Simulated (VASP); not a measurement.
# Mo (P6/mmm) in VASP: a series of runs

The runs below take Mo through single point, with PBEsol.

Program: VASP 6.6.1. These are calculated values, not measurements. Logs are shortened: lines on timing, memory, paths and dates and some standing lists are left out, and cuts for length are marked.

**1. The cell of the first run**

It takes space group P6/mmm (No. 191, hexagonal). Conventional cell: a = 2.736 Å, b = 2.736 Å, c = 2.555 Å, α = 90.00°, β = 90.00°, γ = 120.00°. Mo (site symmetry 6/mmm) has 8 Mo at 2.56 to 2.74 Å within 3.4 Å.

**2. Single point, PBEsol**

INCAR reads:

```
ALGO = Normal
EDIFF = 1E-6
ENCUT = 520
GGA = PS
ISIF = 2
ISMEAR = 1
LASPH = T
LCHARG = F
LREAL = F
LWAVE = F
NBANDS = 13
NELM = 100
PREC = Accurate
SIGMA = 0.1
```

KPOINTS reads:

```
k-points
0
Gamma
  14 14 13
```

POSCAR reads:

```
Mo
1.0
    2.7355100000      0.0000000000      0.0000000000
   -1.3677550000      2.3690210000      0.0000000000
    0.0000000000      0.0000000000      2.5551810000
Mo
1
Direct
    0.0000000000      0.0000000000      0.5000000000
```

Potentials or basis: VASP PAW PBE potentials, release 64 (Mo_sv).

Started as:

```console
cat potpaw_PBE.64/Mo_sv/POTCAR > POTCAR
mpirun -np 1 vasp_std > vasp.out
```

OUTCAR:

```text
EDIFF = 1E-6
   ENCUT = 520
   GGA = PS
   ISIF = 2
   ISMEAR = 1
   LASPH = T
   LREAL = F
   NELM = 100
   PREC = Accurate

 ion  position               nearest neighbor table
   1  0.000  0.000  0.500-

  LATTYP: Found a hexagonal cell.
 ALAT       =     2.7355100000
 C/A-ratio  =     0.9340784717

  Lattice vectors:

 A1 = (   2.7355100000,   0.0000000000,   0.0000000000)
 A2 = (  -1.3677550000,   2.3690210000,   0.0000000000)
 A3 = (   0.0000000000,   0.0000000000,   2.5551810000)

Analysis of symmetry for initial positions (statically):
=====================================================================
 Subroutine PRICEL returns:
 Original cell was already a primitive cell.

 Routine SETGRP: Setting up the symmetry group for a
 hexagonal supercell.

 Subroutine GETGRP returns: Found 24 space group operations
 (whereof 24 operations were pure point group operations)
 out of a pool of 24 trial point group operations.

The static configuration has the point symmetry D_6h.

Analysis of symmetry for dynamics (positions and initial velocities):
=====================================================================
 Subroutine PRICEL returns:
 Original cell was already a primitive cell.

 Routine SETGRP: Setting up the symmetry group for a
 hexagonal supercell.

 Subroutine GETGRP returns: Found 24 space group operations
 (whereof 24 operations were pure point group operations)
 out of a pool of 24 trial point group operations.

The dynamic configuration has the point symmetry D_6h.

 Subroutine INISYM returns: Found 24 space group operations
 (whereof 24 operations are pure point group operations),
 and found     1 'primitive' translations

----------------------------------------------------------------------------------------

                                     Primitive cell

  volume of cell :      16.5588

  direct lattice vectors                    reciprocal lattice vectors
     2.735510000  0.000000000  0.000000000     0.365562546  0.211057648  0.000000000
    -1.367755000  2.369021000  0.000000000     0.000000000  0.422115296  0.000000000
     0.000000000  0.000000000  2.555181000     0.000000000  0.000000000  0.391361708

  length of vectors
     2.735510000  2.735509868  2.555181000     0.422115275  0.422115296  0.391361708

  position of ions in fractional coordinates (direct lattice)
     0.000000000  0.000000000  0.500000000

  ion indices of the primitive-cell ions
   primitive index   ion index
                 1           1

----------------------------------------------------------------------------------------

 KPOINTS: k-points

Automatic generation of k-mesh.
 Grid dimensions read from file:
 generate k-points for:   14   14   13

 Generating k-lattice:

  Cartesian coordinates                     Fractional coordinates (reciprocal lattice)
     0.026111610  0.015075546  0.000000000     0.071428571  0.000000000  0.000000000
     0.000000000  0.030151093  0.000000000     0.000000000  0.071428571  0.000000000
     0.000000000  0.000000000  0.030104747     0.000000000  0.000000000  0.076923077

  Length of vectors
     0.030151091  0.030151093  0.030104747

  Shift w.r.t. Gamma in fractional coordinates (k-lattice)
     0.000000000  0.000000000  0.000000000

 Subroutine IBZKPT returns following result:
 ===========================================

 Found    168 irreducible k-points:

 Following reciprocal coordinates:
            Coordinates               Weight
  0.000000  0.000000  0.000000      1.000000
  0.071429  0.000000  0.000000      6.000000
  0.142857  0.000000  0.000000      6.000000
  0.214286  0.000000  0.000000      6.000000
  0.285714  0.000000  0.000000      6.000000
  0.357143  0.000000  0.000000      6.000000
[... 16 lines left out ...]
  0.285714  0.285714  0.000000      6.000000
  0.357143  0.285714  0.000000      6.000000
 [... further k-points ...]
   k-points           NKPTS =    168   k-points in BZ     NKDIM =    168   number of bands    NBANDS=     13
   number of dos      NEDOS =    301   number of ions     NIONS =      1
   total plane-waves  NPLWV =   8000
   dimension x,y,z NGX =    20 NGY =   20 NGZ =   20
   dimension x,y,z NGXF=    40 NGYF=   40 NGZF=   40
   ions per type =               1
   NGX,Y,Z   is equivalent  to a cutoff of  12.15, 12.15, 13.01 a.u.
   NGXF,Y,Z  is equivalent  to a cutoff of  24.31, 24.31, 26.02 a.u.
 SYSTEM =  unknown system
   PREC   = accura    normal or accurate (medium, high low for compatibility)
   ISTART =      0    job   : 0-new  1-cont  2-samecut
   ICHARG =      2    charge: 1-file 2-atom 10-const
   ISPIN  =      1    spin polarized calculation?
   LNONCOLLINEAR =      F non collinear calculations
   LSORBIT =      F    spin-orbit coupling
   LASPH  =      T    aspherical Exc in radial PAW
   ENCUT  =  520.0 eV  38.22 Ry    6.18 a.u.   5.09  5.09  4.75*2*pi/ulx,y,z
   NELM   =    100;   NELMIN=  2; NELMDL= -5     # of ELM steps
   EDIFF  = 0.1E-05   stopping-criterion for ELM
   LREAL  =      F    real-space projection
   EDIFFG = 0.1E-04   stopping-criterion for IOM
   NSW    =      0    number of steps for IOM
   IBRION =     -1    ionic relax: 0-MD 1-quasi-New 2-CG
   NFREE  =      0    steps in history (QN), initial steepest desc. (CG)
   ISIF   =      2    stress and relaxation
   ISYM   =      2    0-nonsym 1-usesym 2-fastsym
   POTIM  = 0.5000    time-step for ionic-motion
   TEBEG  =    0.0;   TEEND  =   0.0 temperature during run
   PSTRESS=    0.0 pullay stress
   NELECT =      14.0000    total number of electrons
   NUPDOWN=      -1.0000    fix difference up-down
   EMIN   =  10.00;   EMAX   =-10.00  energy-range for DOS
   EFERMI =   0.00;   METHOD = LEGACY
   ISMEAR =     1;   SIGMA  =   0.10  broadening in eV -4-tet -1-fermi 0-gaus
   EFERMI_NEDOS =   21; number of points for ismear=-14 and -15
   IALGO  =     38    algorithm
   IMIX   =      4    mixing-type and parameters
     AMIX     =   0.40;   BMIX     =  1.00
     AMIX_MAG =   1.60;   BMIX_MAG =  1.00
  volume/ion in A,a.u.               =      16.56       111.74
  Fermi-wavevector in a.u.,A,eV,Ry     =   1.548013  2.925320 32.604234  2.396344
  Thomas-Fermi vector in A             =   2.653024
   LORBIT       =      0    0 simple, 1 ext, 2 COOP (PROOUT), +10 PAW based schemes
   GGA     = PS    functional components
   LHFCALC =     F    Hartree Fock is set to
   AEXX    =    0.0000 exact exchange contribution
   IVDW    =     0    specifies the selected vdW correction
   LEPSILON=     F    determine dielectric tensor
   LRPA    =     F    only Hartree local field effects (RPA)
 non-spin polarized calculation
 Methfessel and Paxton  Order N= 1 SIGMA  =   0.10
  energy-cutoff  :      520.00
  volume of cell :       16.56
 maximum number of plane-waves:       460
   NGX = 11   NGY = 11   NGZ =  9

 number of electron      14.0000002 magnetization

 Free energy of the ion-electron system (eV)
  ---------------------------------------------------
  ext. energy  EPLUGINS =         0.00000000
  ---------------------------------------------------
  free energy    TOTEN  =       -10.86452405 eV

  energy without entropy =      -10.86465518  energy(sigma->0) =      -10.86456776

 E-fermi :  11.3566     XC(G=0): -13.1177

 val. band max:       11.3350347727   @ k =   0.5000   0.0000   0.3846
 cond. band min:      11.3877017367   @ k =   0.4286   0.0000   0.3846
 fundamental gap:      0.0526669640
 Fermi energy:        11.3565875501

 k-point     1 :       0.0000    0.0000    0.0000
  band No.  band energies     occupation
      1     -49.5180      2.00000
      2     -22.8238      2.00000
      3     -22.8238      2.00000
      4     -22.7508      2.00000
      5       4.6071      2.00000
      6       7.1266      2.00000
      7      10.5198      2.00000
      8      10.5198      2.00000
      9      15.5531      0.00000
     10      15.5531      0.00000
     11      24.4211      0.00000
     12      27.1600      0.00000
     13      31.9642      0.00000

 k-point     2 :       0.0714    0.0000    0.0000
  band No.  band energies     occupation
      1     -49.5070      2.00000
      2     -22.8970      2.00000
      3     -22.8401      2.00000
      4     -22.7431      2.00000
      5       4.8069      2.00000
      6       7.2131      2.00000
      7      10.3218      2.00000
      8      10.7043      2.00000
      9      15.3344      0.00000
     10      15.5174      0.00000
     11      24.8782      0.00000
     12      27.5641      0.00000
     13      30.8838      0.00000

 k-point     3 :       0.1429    0.0000    0.0000
  band No.  band energies     occupation
      1     -49.4761      2.00000
      2     -23.0993      2.00000
      3     -22.8857      2.00000
      4     -22.7216      2.00000
      5       5.3524      2.00000
      6       7.4561      2.00000
      7       9.8704      2.00000
      8      11.2455      2.06624
      9      14.7776      0.00000
     10      15.4188      0.00000
     11      26.0015      0.00000
     12      28.6525      0.00000
     13      29.0560      0.00000
[... 305 lines left out ...]
 k-point    23 :       0.2857    0.2857    0.0000
  band No.  band energies     occupation
      1     -49.2715      2.00000
      2     -23.9435      2.00000
      3     -23.5886      2.00000
      4     -22.5804      2.00000
      5       8.4427      2.00000
      6       8.7614      2.00000
      7       9.7725      2.00000
      8      12.9721     -0.00000
      9      13.7799      0.00000
     10      18.2211      0.00000
     11      20.5215      0.00000
     12      21.4077      0.00000
     13      30.5021      0.00000

 k-point    24 :       0.3571    0.2857    0.0000
  band No.  band energies     occupation
      1     -49.2644      2.00000
      2     -23.8980      2.00000
      3     -23.6882      2.00000
      4     -22.5756      2.00000
      5       8.5180      2.00000
      6       8.9253      2.00000
      7       9.8246      2.00000
      8      13.0809     -0.00000
      9      13.5516      0.00000
     10      19.0614      0.00000
     11      19.9809      0.00000
     12      20.6044      0.00000
     13      31.2693      0.00000

 [... further k-points ...]
[... 5 lines left out ...]
  --------------------------------------------------------------------------------------
  -------------------------------------------------------------------------------------
  Total       -0.1347644     -0.1347644     -0.6337641      0.0000000     -0.0000000      0.0000000
  in kB      -13.0393759    -13.0393743    -61.3210147      0.0000000     -0.0000000      0.0000000
  external PRESSURE =     -29.1332550 kB  Pullay stress =       0.0000000 kB

 VOLUME and BASIS-vectors are now :
 -----------------------------------------------------------------------------
  energy-cutoff  :      520.00
  volume of cell :       16.56
      direct lattice vectors                 reciprocal lattice vectors
     2.735510000  0.000000000  0.000000000     0.365562546  0.211057648  0.000000000
    -1.367755000  2.369021000  0.000000000     0.000000000  0.422115296  0.000000000
     0.000000000  0.000000000  2.555181000     0.000000000  0.000000000  0.391361708

 POSITION                                       TOTAL-FORCE (eV/Angst)
 -----------------------------------------------------------------------------------
      0.00000      0.00000      1.27759         0.000000      0.000000      0.000000
 -----------------------------------------------------------------------------------
    total drift:                               -0.000000      0.000000     -0.000000

  FREE ENERGIE OF THE ION-ELECTRON SYSTEM (eV)
  ---------------------------------------------------
  free  energy   TOTEN  =       -10.8645240455 eV

  energy  without entropy=      -10.8646551817  energy(sigma->0) =      -10.86456776
```

Wall time 20 s (1 thread of Intel Xeon Platinum 8259CL at 2.50GHz (Skylake/Cascade Lake), shared host); peak memory 0.15 GiB.

Results:

```yaml
Free_energy: -10.8645 eV
Pressure: -2.9 GPa
Band_gap_on_the_k_mesh: zero (band 7 reaches 12.41 eV, above the bottom of band 8 at 10.52 eV)
```

Stress tensor (GPa, compression positive):
```
-1.30  0.00  0.00
 0.00 -1.30  0.00
 0.00  0.00 -6.13
```

Levels at points of the mesh, in eV from the Fermi level:
```
           k point  band 3  band 4  band 5  band 6  band 7  band 8  band 9  band 10  band 11  band 12
(0.00, 0.00, 0.00)  -34.18  -34.11   -6.75   -4.23   -0.84   -0.84    4.20     4.20    13.06    15.80
(0.50, 0.00, 0.00)  -34.50  -33.95   -4.87   -3.04    1.05    1.11    3.52     4.50    10.22    13.49
```

Caveat: the PAW data sets were made with another functional, which shifts forces and pressure a little.

**3. Single point, PBEsol**

INCAR reads:

```
SYSTEM = Mo
PREC = Accurate
ENCUT = 520
EDIFF = 1E-7
ISMEAR = 1
SIGMA = 0.1
LREAL = .False.
LASPH = .True.
NELM = 80
ALGO = Normal
ISIF = 2
LWAVE = .False.
LCHARG = .False.
GGA = PS
NBANDS = 13
```

KPOINTS reads:

```
regular mesh
0
Gamma
  14 14 13
  0 0 0
```

POSCAR is that of step 2.

Potentials or basis: VASP PAW PBE potentials, release 64 (Mo_sv).

Started as:

```console
cat potpaw_PBE.64/Mo_sv/POTCAR > POTCAR
mpirun -np 1 vasp_std > vasp.out
```

OUTCAR:

```text
SYSTEM = Mo
   PREC = Accurate
   ENCUT = 520
   EDIFF = 1E-7
   ISMEAR = 1
   LREAL = .False.
   LASPH = .True.
   NELM = 80
   ISIF = 2
   GGA = PS

 ion  position               nearest neighbor table
   1  0.000  0.000  0.500-

  LATTYP: Found a hexagonal cell.
 ALAT       =     2.7355100000
 C/A-ratio  =     0.9340784717

  Lattice vectors:

 A1 = (   2.7355100000,   0.0000000000,   0.0000000000)
 A2 = (  -1.3677550000,   2.3690210000,   0.0000000000)
 A3 = (   0.0000000000,   0.0000000000,   2.5551810000)

Analysis of symmetry for initial positions (statically):
=====================================================================
 Subroutine PRICEL returns:
 Original cell was already a primitive cell.

 Routine SETGRP: Setting up the symmetry group for a
 hexagonal supercell.

 Subroutine GETGRP returns: Found 24 space group operations
 (whereof 24 operations were pure point group operations)
 out of a pool of 24 trial point group operations.

The static configuration has the point symmetry D_6h.

Analysis of symmetry for dynamics (positions and initial velocities):
[... 159 lines left out ...]
 val. band max:       11.3350347726   @ k =   0.5000   0.0000   0.3846
 cond. band min:      11.3877017366   @ k =   0.4286   0.0000   0.3846
 fundamental gap:      0.0526669641
 Fermi energy:        11.3565875500

 k-point     1 :       0.0000    0.0000    0.0000
  band No.  band energies     occupation
      1     -49.5180      2.00000
      2     -22.8238      2.00000
      3     -22.8238      2.00000
      4     -22.7508      2.00000
      5       4.6071      2.00000
      6       7.1266      2.00000
      7      10.5198      2.00000
      8      10.5198      2.00000
      9      15.5531      0.00000
     10      15.5531      0.00000
     11      24.4211      0.00000
     12      27.1600      0.00000
     13      31.9642      0.00000
[... 354 lines left out ...]
  band No.  band energies     occupation
      1     -49.2644      2.00000
      2     -23.8980      2.00000
      3     -23.6882      2.00000
      4     -22.5756      2.00000
      5       8.5180      2.00000
      6       8.9253      2.00000
      7       9.8246      2.00000
      8      13.0809     -0.00000
      9      13.5516      0.00000
     10      19.0614      0.00000
     11      19.9809      0.00000
     12      20.6044      0.00000
     13      31.2693      0.00000

 [... further k-points ...]
[... 5 lines left out ...]
  --------------------------------------------------------------------------------------
  -------------------------------------------------------------------------------------
  Total       -0.1348490     -0.1348490     -0.6341792      0.0000000      0.0000000      0.0000000
  in kB      -13.0475642    -13.0475625    -61.3611736      0.0000000      0.0000000      0.0000000
  external PRESSURE =     -29.1521001 kB  Pullay stress =       0.0000000 kB

 VOLUME and BASIS-vectors are now :
 -----------------------------------------------------------------------------
  energy-cutoff  :      520.00
  volume of cell :       16.56
      direct lattice vectors                 reciprocal lattice vectors
     2.735510000  0.000000000  0.000000000     0.365562546  0.211057648  0.000000000
    -1.367755000  2.369021000  0.000000000     0.000000000  0.422115296  0.000000000
     0.000000000  0.000000000  2.555181000     0.000000000  0.000000000  0.391361708

 POSITION                                       TOTAL-FORCE (eV/Angst)
 -----------------------------------------------------------------------------------
      0.00000      0.00000      1.27759         0.000000      0.000000      0.000000
 -----------------------------------------------------------------------------------
    total drift:                               -0.000000      0.000000     -0.000000

  FREE ENERGIE OF THE ION-ELECTRON SYSTEM (eV)
  ---------------------------------------------------
  free  energy   TOTEN  =       -10.8645240465 eV

  energy  without entropy=      -10.8646551828  energy(sigma->0) =      -10.86456776
```

OSZICAR:

```text
N       E                     dE             d eps       ncg     rms          rms(c)
DAV:   1     0.113004949989E+03    0.11300E+03   -0.91806E+03  4397   0.112E+03
DAV:   2    -0.999706428114E+01   -0.12300E+03   -0.11920E+03  4913   0.333E+02
DAV:   3    -0.114172290546E+02   -0.14202E+01   -0.14151E+01  5108   0.369E+01
DAV:   4    -0.114214320839E+02   -0.42030E-02   -0.42029E-02  4963   0.226E+00
DAV:   5    -0.114214666122E+02   -0.34528E-04   -0.34528E-04  5193   0.171E-01    0.141E+01
DAV:   6    -0.109338141383E+02    0.48765E+00   -0.62589E-01  4443   0.930E+00    0.426E+00
DAV:   7    -0.108687954992E+02    0.65019E-01   -0.11459E-01  4913   0.374E+00    0.765E-01
DAV:   8    -0.108644987199E+02    0.42968E-02   -0.37871E-03  4498   0.756E-01    0.105E-01
DAV:   9    -0.108645199424E+02   -0.21222E-04   -0.46085E-05  5398   0.778E-02    0.607E-02
DAV:  10    -0.108645240428E+02   -0.41004E-05   -0.82370E-06  4688   0.311E-02    0.228E-03
DAV:  11    -0.108645240465E+02   -0.37855E-08   -0.20840E-07  4983   0.480E-03
   1 F= -.10864524E+02 E0= -.10864568E+02  d E =0.131136E-03
```

Run time: 21 s. Hardware: 1 thread of Intel Xeon Platinum 8259CL at 2.50GHz (Skylake/Cascade Lake), shared host; peak memory 0.15 GiB.

What came out:

```
Free energy            : -10.8645 eV
Pressure               : -2.9 GPa
Band gap on the k mesh : zero (band 7 reaches 12.41 eV, above the bottom of band 8 at 10.52 eV)
```

Caveat: the PAW data sets were made with another functional, which shifts forces and pressure a little.
